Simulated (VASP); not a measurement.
# BAs (I-4m2) in VASP: a series of runs, part 2 of 2

VASP 6.6.1.

### Step 4. Single point, PBE (uniaxial z strain -3.0%)

The input, INCAR:

```
PREC     = Accurate       # precision mode
ENCUT    = 600            # plane-wave cutoff, eV
EDIFF    = 1E-6           # SCF threshold, eV
ISMEAR   = -1             # smearing method
SIGMA    = 0.02           # smearing width, eV
LREAL    = False          # projectors in reciprocal space
LASPH    = True           # aspherical terms in the spheres
NELM     = 120            # most SCF steps
ALGO     = Normal         # electronic algorithm
ISIF     = 2              # what is computed and relaxed
LWAVE    = False          # write WAVECAR
LCHARG   = False          # write CHGCAR
GGA      = PE             # functional
NBANDS   = 16             # bands
GGA_COMPAT= False
```

The input, KPOINTS:

```
Automatic mesh
0
Gamma
  10 10 10
```

The input, POSCAR:

```
BAs
1.0
    0.0000000000      2.3918676041      2.3201115760
    2.3918676041      0.0000000000      2.3201115760
    2.3918676041      2.3918676041      0.0000000000
B As
1 1
Direct
    0.0000000000      0.0000000000      0.0000000000
    0.2500000000      0.2500000000      0.2500000000
```

Potentials or basis: VASP PAW PBE potentials, release 64 (B, As_d).

Command:

```console
cat potpaw_PBE.64/B/POTCAR potpaw_PBE.64/As_d/POTCAR > POTCAR
mpirun -np 1 vasp_std > vasp.out
```

OUTCAR:

```text
PREC = Accurate
   ENCUT = 600
   EDIFF = 1E-6
   ISMEAR = -1
   LREAL = False
   LASPH = True
   NELM = 120
   ISIF = 2
   GGA = PE

 ion  position               nearest neighbor table
   1  0.000  0.000  0.000-   2 2.05   2 2.05   2 2.05   2 2.05
   2  0.250  0.250  0.250-   1 2.05   1 2.05   1 2.05   1 2.05

  LATTYP: Found a body centered tetragonal cell.
 ALAT       =     3.3826116051
 C/A-ratio  =     1.3717871555

  Lattice vectors:

 A1 = (   0.0000000000,  -2.3918676041,  -2.3201115760)
 A2 = (   0.0000000000,   2.3918676041,  -2.3201115760)
 A3 = (   2.3918676041,   0.0000000000,   2.3201115760)

Analysis of symmetry for initial positions (statically):
=====================================================================
 Subroutine PRICEL returns:
 Original cell was already a primitive cell.

 Routine SETGRP: Setting up the symmetry group for a
 body centered tetragonal supercell.

 Subroutine GETGRP returns: Found  8 space group operations
 (whereof  8 operations were pure point group operations)
 out of a pool of 16 trial point group operations.

The static configuration has the point symmetry D_2d.
[... 159 lines left out ...]

 E-fermi :   5.6007     XC(G=0): -11.2640

 val. band max:        5.2503535061   @ k =   0.0000   0.0000   0.0000
 cond. band min:       5.9482290514   @ k =   0.4000   0.4000   0.0000
 fundamental gap:      0.6978755453
 Fermi energy:         5.6007134497

 k-point     1 :       0.0000    0.0000    0.0000
  band No.  band energies     occupation
      1     -30.7574      2.00000
      2     -30.7574      2.00000
      3     -30.7524      2.00000
      4     -30.7317      2.00000
      5     -30.7279      2.00000
      6     -10.5837      2.00000
[... 433 lines left out ...]
      3     -30.7431      2.00000
      4     -30.7371      2.00000
      5     -30.7221      2.00000
      6      -7.7722      2.00000
[... 8 lines left out ...]
     15      21.2470      0.00000
     16      21.3886      0.00000

 [... further k-points ...]

------------------------ aborting loop because EDIFF is reached ----------------------------------------

  FORCE on cell =-STRESS in cart. coord.  units (eV):
  Direction    XX          YY          ZZ          XY          YZ          ZX
  --------------------------------------------------------------------------------------
  -------------------------------------------------------------------------------------
  Total        0.7271733      0.7271733      1.7477312      0.0000000      0.0000000      0.0000000
  in kB       43.8869470     43.8869470    105.4804771      0.0000000      0.0000000      0.0000000
  external PRESSURE =      64.4181237 kB  Pullay stress =       0.0000000 kB

 VOLUME and BASIS-vectors are now :
 -----------------------------------------------------------------------------
  energy-cutoff  :      600.00
  volume of cell :       26.55
      direct lattice vectors                 reciprocal lattice vectors
     0.000000000  2.391867604  2.320111576    -0.209041671  0.209041671  0.215506877
     2.391867604  0.000000000  2.320111576     0.209041671 -0.209041671  0.215506877
     2.391867604  2.391867604  0.000000000     0.209041671  0.209041671 -0.215506877

 POSITION                                       TOTAL-FORCE (eV/Angst)
 -----------------------------------------------------------------------------------
      0.00000      0.00000      0.00000        -0.000000     -0.000000      0.000000
      1.19593      1.19593      1.16006         0.000000      0.000000     -0.000000
 -----------------------------------------------------------------------------------
    total drift:                                0.000001      0.000001     -0.000000

  FREE ENERGIE OF THE ION-ELECTRON SYSTEM (eV)
  ---------------------------------------------------
  free  energy   TOTEN  =       -11.4101993882 eV

  energy  without entropy=      -11.4101993881  energy(sigma->0) =      -11.41019939
```

OSZICAR:

```text
N       E                     dE             d eps       ncg     rms          rms(c)
DAV:   1     0.927244828449E+02    0.92724E+02   -0.88272E+03  3784   0.564E+03
DAV:   2    -0.226394695567E+01   -0.94988E+02   -0.89978E+02  3736   0.665E+02
DAV:   3    -0.118751957364E+02   -0.96112E+01   -0.95618E+01  3736   0.906E+01
DAV:   4    -0.121143591352E+02   -0.23916E+00   -0.23913E+00  4136   0.153E+01
DAV:   5    -0.121173944010E+02   -0.30353E-02   -0.30353E-02  3784   0.206E+00    0.567E+00
DAV:   6    -0.114827326304E+02    0.63466E+00   -0.90017E-01  4056   0.687E+00    0.279E+00
DAV:   7    -0.114165240868E+02    0.66209E-01   -0.16142E-01  4280   0.265E+00    0.109E+00
DAV:   8    -0.114099743484E+02    0.65497E-02   -0.17313E-02  4504   0.202E+00    0.995E-02
DAV:   9    -0.114100996923E+02   -0.12534E-03   -0.12582E-03  4088   0.731E-01    0.437E-02
DAV:  10    -0.114101886474E+02   -0.88955E-04   -0.20257E-04  4200   0.300E-01    0.187E-02
DAV:  11    -0.114101985690E+02   -0.99216E-05   -0.25007E-05  4280   0.922E-02    0.569E-03
DAV:  12    -0.114101993882E+02   -0.81916E-06   -0.25828E-06  4448   0.290E-02
   1 F= -.11410199E+02 E0= -.11410199E+02  d E =-.600638E-10
```

stdout:

```text
POSCAR found type information on POSCAR B As
 POSCAR found :  2 types and       2 ions
 scaLAPACK will be used
 LDA part: xc-table for (Slater+PW92), standard interpolation
 POSCAR, INCAR and KPOINTS ok, starting setup
 FFT: planning ... GRIDC
 FFT: planning ... GRID_SOFT
 FFT: planning ... GRID
 WAVECAR not read
 entering main loop
```

It took 24 s on 1 thread of AMD EPYC 9R45 (Zen 5), shared host; peak memory 0.16 GiB.

Results:

```yaml
Free_energy: -11.4102 eV
Pressure: 6.4 GPa
Band_gap_on_the_k_mesh: 0.70 eV, indirect (least direct gap 3.00 eV)
```

Caveat: the cell differs from its parent crystal (uniaxial z strain -3.0%).

### Step 5. Summary

```tsv
level	potentials or basis	cell	cutoff (eV)	smearing	second run	gap on the mesh (eV)	pressure (GPa)
r2SCAN	VASP PAW PBE potentials, release 64 (B, As)	a = 3.434, b = 3.434, c = 3.383 Å, angles 60.5, 60.5, 59.0°, 2 atoms	520	gaussian 0.01 eV	-	1.17	-3.7
r2SCAN	VASP PAW PBE potentials, release 64 (B, As)	a = 3.451, b = 3.451, c = 3.383 Å, angles 60.7, 60.7, 58.7°, 2 atoms	520	gaussian 0.01 eV	-	1.11	-4.9
PBE	VASP PAW PBE potentials, release 64 (B, As_d)	a = 3.332, b = 3.332, c = 3.383 Å, angles 59.5, 59.5, 61.0°, 2 atoms	600	fermi-dirac 0.02 eV	valence_matched	0.70	6.4
```

Alike in all rows: task single point; no spin polarisation; k mesh 10 × 10 × 10.

Caveats: the PAW data sets were made with another functional, which shifts forces and pressure a little (some runs).

Absolute energies hang on the potentials; compare differences alone.
